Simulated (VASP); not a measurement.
Input of a VASP 6.6.1 run:

The input INCAR:

```
SYSTEM = Sr4HfO
PREC = Accurate ; ENCUT = 520
EDIFF = 1E-6 ; ISMEAR = 0
SIGMA = 0.1 ; LREAL = .False.
LASPH = .True. ; NELM = 100
ALGO = Normal ; ISIF = 2
LWAVE = .False. ; LCHARG = .False.
GGA = PE ; NBANDS = 37
```

KPOINTS

```
Automatic mesh
0
Gamma
  6 6 2
  0 0 0
```

POSCAR

```
Sr4HfO
1.0
    3.4243807900      0.0000000000      0.0000000000
   -1.7121903900      2.9656007500      0.0000000000
    0.0000000000      0.0000000000     13.5715125900
Sr Hf O
4 1 1
Direct
    0.6666666700      0.3333333300      0.6276410200
    0.0000000000      0.0000000000      0.8771510100
    0.0000000000      0.0000000000      0.1228489900
    0.6666666700      0.3333333300      0.3723589800
    0.0000000000      0.0000000000      0.5000000000
    0.6666666700      0.3333333300      0.0000000000
```

Potentials or basis: VASP PAW PBE potentials, release 64 (Sr_sv, Hf_pv, O).

Run with:

```console
$ cat potpaw_PBE.64/Sr_sv/POTCAR potpaw_PBE.64/Hf_pv/POTCAR potpaw_PBE.64/O/POTCAR > POTCAR
$ mpirun -np 1 vasp_std > vasp.out
```

(1) Predict the band gap on the k mesh.

(2) Estimate the largest force.

Answers

(1) zero (bands 28 and 29 overlap by 0.79 eV).

(2) 6.537 eV/Å.

Caveat: spin-orbit coupling is left out, which moves the levels of the heavy elements; forces of over 1 eV/Å act on the atoms, so gaps and moduli don't describe the material at rest.
